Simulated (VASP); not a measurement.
Crystal: Si3Ru.

```
CELL_PARAMETERS angstrom
5.52022 0.00000 0.00000
-2.76011 4.78065 0.00000
0.00000 0.00000 4.43083
ATOMIC_POSITIONS crystal
Si 0.83300 0.66600 0.25000
Si 0.16700 0.83300 0.75000
Si 0.33400 0.16700 0.25000
Si 0.16700 0.33400 0.75000
Si 0.83300 0.16700 0.25000
Si 0.66600 0.83300 0.75000
Ru 0.33333 0.66667 0.25000
Ru 0.66667 0.33333 0.75000
```

| Quantity | Value |
| --- | --- |
| Program | VASP 6.6.1 |
| Task | relaxation of cell and atoms |
| Functional | PBE |
| Potentials or basis | VASP PAW PBE potentials, release 64 (Si, Ru_pv) |
| Cutoff | 600 eV |
| k mesh | 6 × 6 × 4 |
| Occupations | gaussian, width 0.1 eV |
| Spin | no spin polarisation |

At the start: pressure -7.9 GPa; volume 14.62 Å³/atom.

Question: How do energy, volume and symmetry change on relaxing?

Answer: Over 7 steps the energy falls by 55.1 meV/atom and the volume is 13.71 Å³/atom (-6.2 %); space group P6_3/mmc (No. 194, to 0.05 Å).

The path:
```
step  energy change (eV)  largest force (eV/Å)  pressure (GPa)  volume (Å³)
   1              0.0000                0.3301           -7.92       116.93
   2             -0.2650                0.0813            6.01       105.09
   3             -0.3016                0.1764            1.84       107.90
   4             -0.4051                0.0652            1.82       108.03
   5             -0.4291                0.0909            2.16       108.06
   6             -0.4314                0.0427           -1.95       111.21
   7             -0.4408                0.0184           -0.07       109.70
```

Final structure:
```yaml
crystal:
  lattice:
    - [5.24386, 0.00000, 0.00000]
    - [-2.62193, 4.54131, 0.00000]
    - [0.00000, 0.00000, 4.60660]
  atoms:
    - { symbol: Si, position: [0.82988, 0.65976, 0.25000] }
    - { symbol: Si, position: [0.17012, 0.82988, 0.75000] }
    - { symbol: Si, position: [0.34024, 0.17012, 0.25000] }
    - { symbol: Si, position: [0.17012, 0.34024, 0.75000] }
    - { symbol: Si, position: [0.82988, 0.17012, 0.25000] }
    - { symbol: Si, position: [0.65976, 0.82988, 0.75000] }
    - { symbol: Ru, position: [0.33333, 0.66667, 0.25000] }
    - { symbol: Ru, position: [0.66667, 0.33333, 0.75000] }
```
